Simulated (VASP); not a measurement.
Input of a VASP 6.6.1 run:

File INCAR:

```
SYSTEM = CsPbBr3
ALGO = Normal
EDIFF = 1E-7
EDIFFG = -0.03
ENCUT = 500
GGA = PS
GGA_COMPAT = .FALSE.
IBRION = 2
ISIF = 8
ISMEAR = -1
ISYM = -1
LASPH = .TRUE.
LCHARG = .FALSE.
LREAL = Auto
LWAVE = .FALSE.
NELM = 120
NELMIN = 4
NSW = 100
PREC = Accurate
SIGMA = 0.05
```

Contents of KPOINTS:

```
explicit points
1
Reciprocal
  0.25000000   0.25000000   0.25000000 1
```

POSCAR

```
CsPbBr3
1.0
   11.7475300000      0.0000000000      0.0000000000
    0.0000000000     11.7475300000      0.0000000000
    0.0000000000      0.0000000000     11.7475300000
Cs Pb Br
8 8 24
Direct
    0.0005930000      0.9980960000      0.0002190000
    0.0011870000      0.0026340000      0.4986990000
    0.9996810000      0.4997270000      0.0011940000
    0.9976090000      0.4977740000      0.5019150000
    0.5000960000      0.0000780000      0.0016500000
    0.4988660000      0.9996060000      0.5009630000
    0.4977470000      0.5006180000      0.9988570000
    0.5018370000      0.5008800000      0.4993640000
    0.2519720000      0.2534770000      0.2509360000
    0.2509780000      0.2513130000      0.7495920000
    0.2516610000      0.7483580000      0.2493460000
    0.2508560000      0.7487810000      0.7505690000
    0.7497260000      0.2483110000      0.2492260000
    0.7519410000      0.2519820000      0.7467140000
    0.7501360000      0.7524150000      0.2498320000
    0.7489060000      0.7496960000      0.7503780000
    0.2503460000      0.2497860000      0.0006410000
    0.2520130000      0.2500570000      0.5015950000
    0.2474650000      0.7502890000      0.9983100000
    0.2474710000      0.7525470000      0.5012720000
    0.7478450000      0.2501130000      0.0010490000
    0.7472370000      0.2483650000      0.5015810000
    0.7486390000      0.7500740000      0.0025160000
    0.7496000000      0.7493040000      0.5007430000
    0.9988700000      0.2488480000      0.2504140000
    0.0019350000      0.2514530000      0.7482550000
    0.0009410000      0.7477530000      0.2506380000
    0.9998500000      0.7494090000      0.7502500000
    0.4996600000      0.2478810000      0.2495640000
    0.4993060000      0.2513880000      0.7504710000
    0.4994850000      0.7498810000      0.2489610000
    0.5011980000      0.7522050000      0.7504710000
    0.2490290000      0.0000830000      0.2490490000
    0.2496650000      0.0007540000      0.7507860000
    0.2522770000      0.5008630000      0.2486910000
    0.2507010000      0.5005490000      0.7491190000
    0.7507620000      0.0001230000      0.2497290000
    0.7513280000      0.0007340000      0.7497800000
    0.7512150000      0.5001400000      0.2502700000
    0.7476470000      0.4981210000      0.7463210000
```

Potentials or basis: VASP PAW PBE potentials, release 64 (Cs_sv, Pb_d, Br).

The run is started by

```console
$ cat potpaw_PBE.64/Cs_sv/POTCAR potpaw_PBE.64/Pb_d/POTCAR potpaw_PBE.64/Br/POTCAR > POTCAR
$ mpirun -np 1 vasp_std > vasp.out
```

Predict the relaxed volume.

40.27 Å³/atom.

Estimate the relaxed cell.

a = 11.723 Å, b = 11.723 Å, c = 11.723 Å, α = 90.00°, β = 90.00°, γ = 90.00°.

Estimate the space group after relaxing (to 0.1 Å).

Pm-3m (No. 221).

What does it give for the band gap on the k mesh?

3.04 eV.

Final structure:
```
Cs Pb Br
1.0
    11.72255    0.00000    0.00000
     0.00000   11.72255    0.00000
     0.00000    0.00000   11.72255
Cs Pb Br
8 8 24
Direct
  0.00077 0.99811 0.00018
  0.00138 0.00240 0.49877
  0.99961 0.49979 0.00132
  0.99752 0.49808 0.50186
  0.50000 0.00029 0.00151
  0.49875 0.99968 0.50112
  0.49791 0.50041 0.99885
  0.50197 0.50082 0.49946
  0.25055 0.25066 0.25050
  0.25121 0.25027 0.75056
  0.25038 0.75070 0.25001
  0.24989 0.75036 0.74980
  0.75006 0.25020 0.24930
  0.75086 0.25016 0.74942
  0.75077 0.75016 0.25070
  0.75025 0.75044 0.75043
  0.25026 0.25009 0.00079
  0.25192 0.25015 0.50053
  0.24764 0.75010 0.99991
  0.24783 0.75237 0.49988
  0.74809 0.25023 0.00004
  0.74738 0.24840 0.49990
  0.74872 0.74997 0.00090
  0.74941 0.74936 0.50090
  0.99989 0.24905 0.25060
  0.00076 0.25167 0.74811
  0.00041 0.74781 0.25045
  0.00005 0.74918 0.75038
  0.49987 0.24797 0.24962
  0.50077 0.25134 0.75044
  0.50036 0.74995 0.24902
  0.50020 0.75208 0.75047
  0.24906 0.00051 0.24909
  0.24970 0.00045 0.75078
  0.25234 0.50050 0.24874
  0.25082 0.50048 0.74920
  0.75074 0.00011 0.24975
  0.75137 0.99999 0.74981
  0.75101 0.50008 0.25039
  0.74779 0.50009 0.74640
```

Caveat: the PAW data sets were made with another functional, which shifts forces and pressure a little; spin-orbit coupling is left out, which moves the levels of the heavy elements; a shifted mesh leaves out Γ, where band edges can lie. A k mesh can miss the band edges.
